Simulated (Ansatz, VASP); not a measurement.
**P: VASP beside Ansatz**

Contents of INCAR:

```
PREC = Accurate
ENCUT = 500
EDIFF = 1E-6
ISMEAR = -1
SIGMA = 0.08
LREAL = F
LASPH = T
NELM = 120
ALGO = Normal
ISIF = 2
LWAVE = F
LCHARG = F
GGA = PS
NBANDS = 8
GGA_COMPAT = F
```

Contents of KPOINTS:

```
Automatic mesh
0
Gamma
  10 10 9
```

File POSCAR:

```
P
1.0
    4.2729048574     -0.0427290486     -0.0427290486
   -0.0427290486      4.2729048574     -0.0427290486
   -0.0437800000     -0.0437800000      4.3780000000
P
1
Direct
    0.0000000000      0.0000000000      0.0000000000
```

Input for Ansatz:

```yaml
crystal:
  lattice:
    - [4.2729048574, -0.0427290486, -0.0427290486]
    - [-0.0427290486, 4.2729048574, -0.0427290486]
    - [-0.04378, -0.04378, 4.378]
  atoms:
    - { symbol: P, position: [0.0, 0.0, 0.0] }
kpoints:
  mp_grid: { grid: [10, 10, 9] }
  band_path:
    path:
      - [0.0, 0.0, 0.0]
      - [-0.5, 0.5, 0.0]
      - [-0.5, 0.5, 0.5]
      - [0.0, 0.0, 0.5]
      - [0.0, 0.0, 0.0]
      - [-0.5, 0.0, 0.5]
      - [0.0, 0.0, 0.0]
      - [-0.5, 0.0, 0.0]
    npoints: 5
scf:
  occupations: { method: fermi_dirac, width: 0.08 }
hamiltonian:
  xc: pbesol
  pseudopotentials: { kind: all_electron, lapw: { basis_error: 0.00025 } }
output:
  forces: true
  stress: true
  eigenvalues: true
```

Change from the starting cell: equal xy, yz and zx shear strains of -2 %.

Alike in both runs: task single point; functional PBEsol; k mesh 10 × 10 × 9; occupations fermi-dirac, width 0.08 eV; no spin polarisation.

```csv
,VASP,Ansatz
version,VASP 6.6.1,Ansatz 0.2.0
potentials or method,"VASP PAW PBE potentials, release 64 (P), cutoff 500 eV","all-electron LAPW, scalar-relativistic"
```

|  | VASP | Ansatz | Ansatz less VASP |
| --- | --- | --- | --- |
| pressure (GPa) | -3.8 | -3.8 | +0.01 |
| traceless stress, the component that is largest in VASP (GPa) | 0.31 | 0.31 | -0.001 |

VASP's potentials were made for PBE, not for PBEsol. Ansatz ran all-electron here, and VASP with PAW potentials.
